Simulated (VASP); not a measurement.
# BAs: single point with HSE06

Crystal: BAs.

```
B As
1.0
     0.00000    2.39187    2.39187
     2.39187    0.00000    2.39187
     2.39187    2.39187    0.00000
B As
1 1
Direct
  0.00000 0.00000 0.00000
  0.25000 0.25000 0.25000
```

| Item | Value |
| --- | --- |
| Program | VASP 6.6.1 |
| Task | single point |
| Functional | HSE06 |
| Potentials or basis | VASP PAW PBE potentials, release 64 (B, As) |
| Cutoff | 520 eV |
| k mesh | 6 × 6 × 6 |
| Occupations | gaussian, width 0.01 eV |
| Spin | no spin polarisation |

```
Pressure               : -1.2 GPa
Band gap on the k mesh : 1.95 eV, indirect (least direct gap 4.11 eV)
```

Levels at points of the mesh, in eV from the valence-band top:
| k point | band 1 | band 2 | band 3 | band 4 | band 5 | band 6 | band 7 | band 8 | band 9 |
| --- | --- | --- | --- | --- | --- | --- | --- | --- | --- |
| (0.00, 0.00, 0.00) | -16.91 | 0.00 | 0.00 | 0.00 | 4.11 | 4.11 | 4.11 | 5.82 | 10.60 |
| (0.50, 0.00, 0.00) | -13.74 | -9.66 | -1.98 | -1.98 | 3.54 | 5.69 | 5.69 | 10.01 | 14.05 |
| (0.50, 0.50, 0.00) | -12.24 | -9.46 | -4.44 | -4.44 | 2.08 | 2.15 | 12.90 | 12.90 | 14.40 |

Wall time 11 min on 1 thread of Intel(R) Xeon(R) Platinum 8259CL CPU @ 2.50GHz (Skylake/Cascade Lake) (shared host), peak memory 0.27 GiB.

Caveat: the PAW data sets were made with another functional, which shifts forces and pressure a little. A k mesh can miss the band edges.
